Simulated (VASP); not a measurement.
# Be (Pmmn) in VASP: notebook

The runs below take Be through single point, relaxation of cell and atoms, with PBE.

Everything below comes from runs of VASP 6.6.1. Logs are shortened: lines on timing, memory, paths and dates and some standing lists are left out, and cuts for length are marked.

## Step 1: The cell of the first run

Symmetry: Pmmn, No. 59, orthorhombic system. Conventional cell: a = 2.228 Å, b = 2.510 Å, c = 3.070 Å, α = 90.00°, β = 90.00°, γ = 90.00°. Within 2.3 Å of Be (site symmetry mm2) lie 6 Be at 1.73 to 2.23 Å.

The cell was generated, and may not be a known phase.

## Step 2: Single point, PBE

INCAR reads:

```
PREC = Accurate
ENCUT = 520
EDIFF = 1E-6
ISMEAR = 0
SIGMA = 0.1
LREAL = False
LASPH = True
NELM = 80
ALGO = Normal
ISIF = 2
LWAVE = False
LCHARG = False
GGA = PE
NBANDS = 9
```

KPOINTS reads:

```
Automatic mesh
0
Gamma
  8 6 6
```

POSCAR reads:

```
Be
1.0
    2.2280791600      0.0000000000      0.0000000000
    0.0000000000      2.5100415700      0.0000000000
    0.0000000000      0.0000000000      3.0702371800
Be
2
Direct
    0.0000000000      0.0000000000      0.0670282200
    0.5000000000      0.5000000000      0.9329717800
```

Potentials or basis: VASP PAW PBE potentials, release 64 (Be).

The run is started by

```console
$ cat potpaw_PBE.64/Be/POTCAR > POTCAR
$ mpirun -np 1 vasp_std > vasp.out
```

OUTCAR:

```text
PREC = Accurate
   ENCUT = 520
   EDIFF = 1E-6
   ISMEAR = 0
   LREAL = False
   LASPH = True
   NELM = 80
   ISIF = 2
   GGA = PE

 ion  position               nearest neighbor table
   1  0.000  0.000  0.067-   2 1.73   2 1.73   2 1.73   2 1.73
   2  0.500  0.500  0.933-   1 1.73   1 1.73   1 1.73   1 1.73

  LATTYP: Found a simple orthorhombic cell.
 ALAT       =     2.2280791600
 B/A-ratio  =     1.1265495477
 C/A-ratio  =     1.3779749100

  Lattice vectors:

 A1 = (   2.2280791600,   0.0000000000,   0.0000000000)
 A2 = (   0.0000000000,   2.5100415700,   0.0000000000)
 A3 = (   0.0000000000,   0.0000000000,   3.0702371800)

Analysis of symmetry for initial positions (statically):
=====================================================================
 Subroutine PRICEL returns:
 Original cell was already a primitive cell.

 Routine SETGRP: Setting up the symmetry group for a
 simple orthorhombic supercell.

 Subroutine GETGRP returns: Found  8 space group operations
 (whereof  4 operations were pure point group operations)
 out of a pool of  8 trial point group operations.

The static configuration has the point symmetry C_2v.
 The point group associated with its full space group is D_2h.

Analysis of symmetry for dynamics (positions and initial velocities):
=====================================================================
 Subroutine PRICEL returns:
 Original cell was already a primitive cell.

 Routine SETGRP: Setting up the symmetry group for a
 simple orthorhombic supercell.

 Subroutine GETGRP returns: Found  8 space group operations
 (whereof  4 operations were pure point group operations)
 out of a pool of  8 trial point group operations.

The dynamic configuration has the point symmetry C_2v.
 The point group associated with its full space group is D_2h.

 Subroutine INISYM returns: Found  8 space group operations
 (whereof  4 operations are pure point group operations),
 and found     1 'primitive' translations

----------------------------------------------------------------------------------------

                                     Primitive cell

  volume of cell :      17.1705

  direct lattice vectors                    reciprocal lattice vectors
     2.228079160  0.000000000  0.000000000     0.448817088  0.000000000  0.000000000
     0.000000000  2.510041570  0.000000000     0.000000000  0.398399776  0.000000000
     0.000000000  0.000000000  3.070237180     0.000000000  0.000000000  0.325707736

  length of vectors
     2.228079160  2.510041570  3.070237180     0.448817088  0.398399776  0.325707736

  position of ions in fractional coordinates (direct lattice)
     0.000000000  0.000000000  0.067028220
     0.500000000  0.500000000  0.932971780

  ion indices of the primitive-cell ions
   primitive index   ion index
                 1           1
                 2           2

----------------------------------------------------------------------------------------

 KPOINTS: Automatic mesh

Automatic generation of k-mesh.
 Grid dimensions read from file:
 generate k-points for:    8    6    6

 Generating k-lattice:

  Cartesian coordinates                     Fractional coordinates (reciprocal lattice)
     0.056102136  0.000000000  0.000000000     0.125000000  0.000000000  0.000000000
     0.000000000  0.066399963  0.000000000     0.000000000  0.166666667  0.000000000
     0.000000000  0.000000000  0.054284623     0.000000000  0.000000000  0.166666667

  Length of vectors
     0.056102136  0.066399963  0.054284623

  Shift w.r.t. Gamma in fractional coordinates (k-lattice)
     0.000000000  0.000000000  0.000000000

 Subroutine IBZKPT returns following result:
 ===========================================

 Found     80 irreducible k-points:

 Following reciprocal coordinates:
            Coordinates               Weight
  0.000000  0.000000  0.000000      1.000000
  0.125000  0.000000  0.000000      2.000000
  0.250000  0.000000  0.000000      2.000000
  0.375000  0.000000  0.000000      2.000000
  0.500000  0.000000  0.000000      1.000000
  0.000000  0.166667  0.000000      2.000000
[... 16 lines left out ...]
  0.250000  0.000000  0.166667      4.000000
  0.375000  0.000000  0.166667      4.000000
 [... further k-points ...]
   k-points           NKPTS =     80   k-points in BZ     NKDIM =     80   number of bands    NBANDS=      9
   number of dos      NEDOS =    301   number of ions     NIONS =      2
   total plane-waves  NPLWV =   8640
   dimension x,y,z NGX =    18 NGY =   20 NGZ =   24
   dimension x,y,z NGXF=    36 NGYF=   40 NGZF=   48
   ions per type =               2
   NGX,Y,Z   is equivalent  to a cutoff of  13.43, 13.25, 13.00 a.u.
   NGXF,Y,Z  is equivalent  to a cutoff of  26.86, 26.49, 25.99 a.u.
 SYSTEM =  unknown system
   PREC   = accura    normal or accurate (medium, high low for compatibility)
   ISTART =      0    job   : 0-new  1-cont  2-samecut
   ICHARG =      2    charge: 1-file 2-atom 10-const
   ISPIN  =      1    spin polarized calculation?
   LNONCOLLINEAR =      F non collinear calculations
   LSORBIT =      F    spin-orbit coupling
   LASPH  =      T    aspherical Exc in radial PAW
   ENCUT  =  520.0 eV  38.22 Ry    6.18 a.u.   4.14  4.67  5.71*2*pi/ulx,y,z
   NELM   =     80;   NELMIN=  2; NELMDL= -5     # of ELM steps
   EDIFF  = 0.1E-05   stopping-criterion for ELM
   LREAL  =      F    real-space projection
   EDIFFG = 0.1E-04   stopping-criterion for IOM
   NSW    =      0    number of steps for IOM
   IBRION =     -1    ionic relax: 0-MD 1-quasi-New 2-CG
   NFREE  =      0    steps in history (QN), initial steepest desc. (CG)
   ISIF   =      2    stress and relaxation
   ISYM   =      2    0-nonsym 1-usesym 2-fastsym
   POTIM  = 0.5000    time-step for ionic-motion
   TEBEG  =    0.0;   TEEND  =   0.0 temperature during run
   PSTRESS=    0.0 pullay stress
   NELECT =       4.0000    total number of electrons
   NUPDOWN=      -1.0000    fix difference up-down
   EMIN   =  10.00;   EMAX   =-10.00  energy-range for DOS
   EFERMI =   0.00;   METHOD = LEGACY
   ISMEAR =     0;   SIGMA  =   0.10  broadening in eV -4-tet -1-fermi 0-gaus
   EFERMI_NEDOS =   21; number of points for ismear=-14 and -15
   IALGO  =     38    algorithm
   IMIX   =      4    mixing-type and parameters
     AMIX     =   0.40;   BMIX     =  1.00
     AMIX_MAG =   1.60;   BMIX_MAG =  1.00
  volume/ion in A,a.u.               =       8.59        57.94
  Fermi-wavevector in a.u.,A,eV,Ry     =   1.007319  1.903557 13.805716  1.014691
  Thomas-Fermi vector in A             =   2.140116
   LORBIT       =      0    0 simple, 1 ext, 2 COOP (PROOUT), +10 PAW based schemes
   GGA     = PE    functional components
   LHFCALC =     F    Hartree Fock is set to
   AEXX    =    0.0000 exact exchange contribution
   IVDW    =     0    specifies the selected vdW correction
   LEPSILON=     F    determine dielectric tensor
   LRPA    =     F    only Hartree local field effects (RPA)
 non-spin polarized calculation
 Gauss-broadening in eV      SIGMA  =   0.10
  energy-cutoff  :      520.00
  volume of cell :       17.17
 maximum number of plane-waves:       476
 NGX is ok and might be reduce to    18
   NGX =  9   NGY =  9   NGZ = 11

 number of electron       4.0000000 magnetization

 Free energy of the ion-electron system (eV)
  ---------------------------------------------------
  ext. energy  EPLUGINS =         0.00000000
  ---------------------------------------------------
  free energy    TOTEN  =        -4.65742697 eV

  energy without entropy =       -4.65578815  energy(sigma->0) =       -4.65660756

 E-fermi :   4.9659     XC(G=0):  -9.9530

 val. band max:        4.9454802235   @ k =   0.2500   0.3333   0.3333
 cond. band min:       5.1050744471   @ k =   0.3750   0.1667   0.5000
 fundamental gap:      0.1595942236
 Fermi energy:         4.9658558171

 k-point     1 :       0.0000    0.0000    0.0000
  band No.  band energies     occupation
      1      -4.5104      2.00000
      2       6.1899      0.00000
      3       9.0691      0.00000
      4      10.8157      0.00000
      5      14.3575      0.00000
      6      18.0752      0.00000
      7      26.4453      0.00000
      8      27.5080      0.00000
      9      28.4581      0.00000

 k-point     2 :       0.1250    0.0000    0.0000
  band No.  band energies     occupation
      1      -4.1972      2.00000
      2       6.5469      0.00000
      3       9.5272      0.00000
      4      11.0759      0.00000
      5      11.3419      0.00000
      6      20.3762      0.00000
      7      26.6872      0.00000
      8      27.3356      0.00000
      9      27.9253      0.00000

 k-point     3 :       0.2500    0.0000    0.0000
  band No.  band energies     occupation
      1      -3.2585      2.00000
      2       6.4156      0.00000
      3       8.6887      0.00000
      4      10.8983      0.00000
      5      11.8385      0.00000
      6      21.4416      0.00000
      7      23.0290      0.00000
      8      24.7035      0.00000
      9      26.9012      0.00000

 k-point     4 :       0.3750    0.0000    0.0000
  band No.  band energies     occupation
      1      -1.6936      2.00000
      2       3.3243      2.00000
      3      10.2878      0.00000
      4      12.8729      0.00000
      5      13.1721      0.00000
      6      19.0401      0.00000
      7      19.6592      0.00000
      8      20.2704      0.00000
      9      26.9232      0.00000

 k-point     5 :       0.5000    0.0000    0.0000
  band No.  band energies     occupation
      1       0.5033      2.00000
      2       0.5033      2.00000
      3      12.5299      0.00000
      4      12.5299      0.00000
      5      16.3217      0.00000
      6      16.3217      0.00000
      7      17.7224      0.00000
      8      17.7224      0.00000
      9      27.8680      0.00000

 k-point     6 :       0.0000    0.1667    0.0000
  band No.  band energies     occupation
      1      -4.0677      2.00000
      2       5.8697      0.00000
      3       7.4738      0.00000
      4      11.1044      0.00000
      5      14.9894      0.00000
      6      21.3397      0.00000
      7      22.6969      0.00000
      8      24.1037      0.00000
      9      28.7350      0.00000
[... 169 lines left out ...]
 k-point    21 :       0.0000    0.0000    0.1667
  band No.  band energies     occupation
      1      -4.1781      2.00000
      2       3.9727      2.00000
      3       9.2176      0.00000
      4      13.6656      0.00000
      5      14.4894      0.00000
      6      18.3506      0.00000
      7      24.6715      0.00000
      8      26.0436      0.00000
      9      29.8105      0.00000

 k-point    22 :       0.1250    0.0000    0.1667
  band No.  band energies     occupation
      1      -3.8662      2.00000
      2       4.3337      2.00000
      3       9.6752      0.00000
      4      11.4487      0.00000
      5      13.9544      0.00000
      6      20.5058      0.00000
      7      24.7919      0.00000
      8      26.1629      0.00000
      9      27.5283      0.00000

 k-point    23 :       0.2500    0.0000    0.1667
  band No.  band energies     occupation
      1      -2.9344      2.00000
      2       5.1824      0.00219
      3       7.7610      0.00000
      4      11.0450      0.00000
      5      14.4997      0.00000
      6      19.9983      0.00000
      7      23.7007      0.00000
      8      24.5597      0.00000
      9      26.8276      0.00000

 k-point    24 :       0.3750    0.0000    0.1667
  band No.  band energies     occupation
      1      -1.3888      2.00000
      2       3.4778      2.00000
      3       7.9541      0.00000
      4      13.3159      0.00000
      5      13.5152      0.00000
      6      18.6471      0.00000
      7      20.3776      0.00000
      8      23.0300      0.00000
      9      26.2265      0.00000

 [... further k-points ...]
[... 5 lines left out ...]
  --------------------------------------------------------------------------------------
  -------------------------------------------------------------------------------------
  Total        7.1047237      8.7653020      0.9007516      0.0000000      0.0000000      0.0000000
  in kB      662.9401485    817.8883287     84.0489256      0.0000000      0.0000000      0.0000000
  external PRESSURE =     521.6258009 kB  Pullay stress =       0.0000000 kB

 VOLUME and BASIS-vectors are now :
 -----------------------------------------------------------------------------
  energy-cutoff  :      520.00
  volume of cell :       17.17
      direct lattice vectors                 reciprocal lattice vectors
     2.228079160  0.000000000  0.000000000     0.448817088  0.000000000  0.000000000
     0.000000000  2.510041570  0.000000000     0.000000000  0.398399776  0.000000000
     0.000000000  0.000000000  3.070237180     0.000000000  0.000000000  0.325707736

 POSITION                                       TOTAL-FORCE (eV/Angst)
 -----------------------------------------------------------------------------------
      0.00000      0.00000      0.20579         0.000000      0.000000      3.422253
      1.11404      1.25502      2.86444         0.000000      0.000000     -3.422253
 -----------------------------------------------------------------------------------
    total drift:                               -0.000000     -0.000000      0.000000

  FREE ENERGIE OF THE ION-ELECTRON SYSTEM (eV)
  ---------------------------------------------------
  free  energy   TOTEN  =        -4.6574269694 eV

  energy  without entropy=       -4.6557881511  energy(sigma->0) =       -4.65660756
```

Wall time 12 s (1 thread of Intel Xeon 8259CL, shared host); peak memory 0.12 GiB.

What came out:

```yaml
Free_energy: -4.6574 eV
Pressure: 52.2 GPa
Largest_force: 3.422 eV/Å
Band_gap_on_the_k_mesh: zero (bands 2 and 3 overlap by 2.24 eV)
```

Forces on the atoms (eV/Å):
```
Be   0.000  0.000  3.422
Be   0.000  0.000 -3.422
```

Caveat: the k points lie up to 0.42 Å⁻¹ apart, too coarse for converged energies and pressures of a metal; forces of over 1 eV/Å act on the atoms, so gaps and moduli don't describe the material at rest.

## Step 3: Relaxation of cell and atoms, PBE

INCAR reads:

```
  ALGO = Normal
  EDIFF = 1E-6
  EDIFFG = -0.04
  ENCUT = 600
  GGA = PE
  IBRION = 2
  ISIF = 3
  ISMEAR = 0
  LASPH = True
  LCHARG = False
  LREAL = False
  LWAVE = False
  NELM = 60
  NSW = 90
  PREC = Accurate
  SIGMA = 0.1
```

KPOINTS reads:

```
k-points
0
Gamma
  8 6 6
```

POSCAR is that of step 2.

Potentials or basis: VASP PAW PBE potentials, release 64 (Be).

The run is started by

```console
$ cat potpaw_PBE.64/Be/POTCAR > POTCAR
$ mpirun -np 1 vasp_std > vasp.out
```

OUTCAR:

```text
EDIFF = 1E-6
   EDIFFG = -0.04
   ENCUT = 600
   GGA = PE
   IBRION = 2
   ISIF = 3
   ISMEAR = 0
   LASPH = True
   LREAL = False
   NELM = 60
   NSW = 90
   PREC = Accurate

 ion  position               nearest neighbor table
   1  0.000  0.000  0.067-   2 1.73   2 1.73   2 1.73   2 1.73
   2  0.500  0.500  0.933-   1 1.73   1 1.73   1 1.73   1 1.73

  LATTYP: Found a simple orthorhombic cell.
 ALAT       =     2.2280791600
 B/A-ratio  =     1.1265495477
 C/A-ratio  =     1.3779749100

  Lattice vectors:

 A1 = (   2.2280791600,   0.0000000000,   0.0000000000)
 A2 = (   0.0000000000,   2.5100415700,   0.0000000000)
 A3 = (   0.0000000000,   0.0000000000,   3.0702371800)

Analysis of symmetry for initial positions (statically):
=====================================================================
 Subroutine PRICEL returns:
 Original cell was already a primitive cell.

 Routine SETGRP: Setting up the symmetry group for a
 simple orthorhombic supercell.

 Subroutine GETGRP returns: Found  8 space group operations
 (whereof  4 operations were pure point group operations)
 out of a pool of  8 trial point group operations.

The static configuration has the point symmetry C_2v.
 The point group associated with its full space group is D_2h.

Analysis of symmetry for dynamics (positions and initial velocities):
=====================================================================
 Subroutine PRICEL returns:
 Original cell was already a primitive cell.
[... 264 lines left out ...]

 E-fermi :   3.9599     XC(G=0):  -9.3919

 val. band max:        3.9046284745   @ k =   0.2500   0.3333   0.3333
 cond. band min:       3.9940207516   @ k =   0.1250   0.1667   0.0000
 fundamental gap:      0.0893922772
 Fermi energy:         3.9599170830

 k-point     1 :       0.0000    0.0000    0.0000
  band No.  band energies     occupation
      1      -5.0616      2.00000
      2       5.8422      0.00000
      3       8.0587      0.00000
      4       8.2996      0.00000
      5      11.9450      0.00000
      6      12.4508      0.00000
[... 199 lines left out ...]
 k-point    24 :       0.3750    0.0000    0.1667
  band No.  band energies     occupation
      1      -2.0755      2.00000
      2       2.4659      2.00000
      3       7.4384      0.00000
      4       9.3861      0.00000
      5      11.5413      0.00000
      6      14.7465      0.00000

 [... further k-points ...]

[... ionic steps 4 to 16 ...]

--------------------------------------- Ionic step       17  -------------------------------------------

 number of electron       4.0000000 magnetization

------------------------ aborting loop because EDIFF is reached ----------------------------------------
[... 67 lines left out ...]
--------------------------------------- Ionic step       19  -------------------------------------------

 number of electron       4.0000000 magnetization

 Free energy of the ion-electron system (eV)
  ---------------------------------------------------
  ext. energy  EPLUGINS =         0.00000000
  ---------------------------------------------------
  free energy    TOTEN  =        -7.38070208 eV

  energy without entropy =       -7.38012262  energy(sigma->0) =       -7.38041235

 E-fermi :   7.5182     XC(G=0): -10.5984

 val. band max:        7.4136006998   @ k =   0.1250   0.5000   0.5000
 cond. band min:       7.6496521919   @ k =   0.3750   0.3333   0.3333
 fundamental gap:      0.2360514921
 Fermi energy:         7.5182399833

 k-point     1 :       0.0000    0.0000    0.0000
  band No.  band energies     occupation
      1      -4.3395      2.00000
      2       5.1806      2.00000
      3      11.7320      0.00000
      4      16.0166      0.00000
      5      17.1678      0.00000
      6      22.1715      0.00000
[... 236 lines left out ...]
  FREE ENERGIE OF THE ION-ELECTRON SYSTEM (eV)
  ---------------------------------------------------
  free  energy   TOTEN  =        -7.3807020788 eV

  energy  without entropy=       -7.3801226244  energy(sigma->0) =       -7.38041235

 reached required accuracy - stopping structural energy minimisation
```

OSZICAR:

```text
N       E                     dE             d eps       ncg     rms          rms(c)
DAV:   1     0.254953249639E+01    0.25495E+01   -0.20326E+03   960   0.609E+02
DAV:   2    -0.573745744100E+01   -0.82870E+01   -0.77538E+01  1482   0.853E+01
DAV:   3    -0.580400147390E+01   -0.66544E-01   -0.66499E-01  1164   0.732E+00
[... 132 lines left out ...]
       N       E                     dE             d eps       ncg     rms          rms(c)
DAV:   1    -0.738073190705E+01   -0.95629E-03   -0.17373E-02  1128   0.101E+00    0.339E-02
DAV:   2    -0.738071168098E+01    0.20226E-04   -0.89029E-05  1374   0.953E-02    0.191E-02
DAV:   3    -0.738070176334E+01    0.99176E-05   -0.23962E-05  1248   0.290E-02    0.156E-03
DAV:   4    -0.738070207876E+01   -0.31542E-06   -0.37183E-07   876   0.533E-03
  19 F= -.73807021E+01 E0= -.73804124E+01  d E =-.150639E-02
```

Run time: 2.1 min. Hardware: 1 thread of Intel Xeon 8259CL, shared host; peak memory 0.13 GiB.

What came out:

```yaml
Free_energy: -7.3807 eV
Relaxed_volume: 7.93 Å³/atom
Relaxed_cell: a = 2.229 Å, b = 3.118 Å, c = 2.283 Å, α = 90.00°, β = 90.00°, γ = 90.00°
Space_group_after_relaxing_to_0.1_Å: Immm (No. 71)
Pressure_after_relaxing: 0.0 GPa
Largest_force_after_relaxing: 0.027 eV/Å
Band_gap_on_the_k_mesh: zero (bands 2 and 3 overlap by 0.98 eV)
```

Forces on the atoms (eV/Å):
```
Be   0.000  0.000 -0.027
Be   0.000  0.000  0.027
```

Final structure:
```yaml
crystal:
  lattice:
    - [2.22922, 0.00000, 0.00000]
    - [0.00000, 3.11811, 0.00000]
    - [0.00000, 0.00000, 2.28295]
  atoms:
    - { symbol: Be, position: [0.00000, 0.00000, 0.25108] }
    - { symbol: Be, position: [0.50000, 0.50000, 0.74892] }
```

Caveat: the k points lie up to 0.46 Å⁻¹ apart in the final cell, too coarse for converged energies and pressures of a metal; a cell axis changed by over 15 % at a fixed basis, so the end point is rough.

The gap in the log of VASP goes by the Fermi energy; the results here count the filled bands.